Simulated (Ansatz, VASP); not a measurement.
This is a calculation of AlFe for Ansatz 0.2.0.

input.yaml

```yaml
crystal:
  lattice:
    - [2.91, 0.0, 0.0]
    - [0.0, 2.91, 0.0]
    - [0.0, 0.0, 2.91]
  atoms:
    - { symbol: Fe, position: [0.5, 0.5, 0.5], spin: 4.5 }
    - { symbol: Al, position: [0.0, 0.0, 0.0] }
hamiltonian:
  xc: pbe
  pseudopotentials: { kind: paw }
magnetization:
  spin_polarized: true
  initial_magnetization: 4.5
  spin_locking: { lock_magnetization: hard }
kpoints:
  mp_grid: { grid: [8, 8, 8] }
scf:
  occupations: { method: fermi_dirac, width: 0.05 }
  lower_state_search: "off"
output:
  forces: true
  stress: true
  eigenvalues: true
```

Potentials or basis: Ansatz PAW.

Launch:

```console
$ ansatz run input.yaml --threads 2 --pin off --max-ram 5632MiB --backend cpu --events-out ev --progress --plain --runs-dir out
```

Task: Translate it to VASP 6.6.1. Potentials there: VASP PAW PBE potentials, release 64 (Fe_sv, Al).

Result: As run (the cutoff follows the program's own potentials):

File INCAR:

```
PREC = Accurate
ENCUT = 600
EDIFF = 1E-6
ISMEAR = -1
SIGMA = 0.05
LREAL = F
LASPH = T
NELM = 200
ALGO = Normal
ISIF = 2
LWAVE = F
LCHARG = T
ISPIN = 2
MAGMOM = 4.5 0
LORBIT = 11
NUPDOWN = 4.5
LMAXMIX = 4
GGA = PE
LELF = T
LVHAR = T
NBANDS = 20
GGA_COMPAT = F
```

The input KPOINTS:

```
Automatic mesh
0
Gamma
  8 8 8
```

Contents of POSCAR:

```
AlFe
1.0
    2.9100000000      0.0000000000      0.0000000000
    0.0000000000      2.9100000000      0.0000000000
    0.0000000000      0.0000000000      2.9100000000
Fe Al
1 1
Direct
    0.5000000000      0.5000000000      0.5000000000
    0.0000000000      0.0000000000      0.0000000000
```

Potentials or basis: VASP PAW PBE potentials, release 64 (Fe_sv, Al).

Command:

```console
$ cat potpaw_PBE.64/Fe_sv/POTCAR potpaw_PBE.64/Al/POTCAR > POTCAR
$ mpirun -np 1 vasp_std > vasp.out
```

Both were run:

|  | VASP | Ansatz | Ansatz less VASP |
| --- | --- | --- | --- |
| net moment per atom (μB) | 2.25 | 2.25 | 0.000 |
| size of the moment on the site where the two differ most (μB) | 3.36 | 3.60 | +0.241 |

Site moments also hang on the region over which each program counts them.
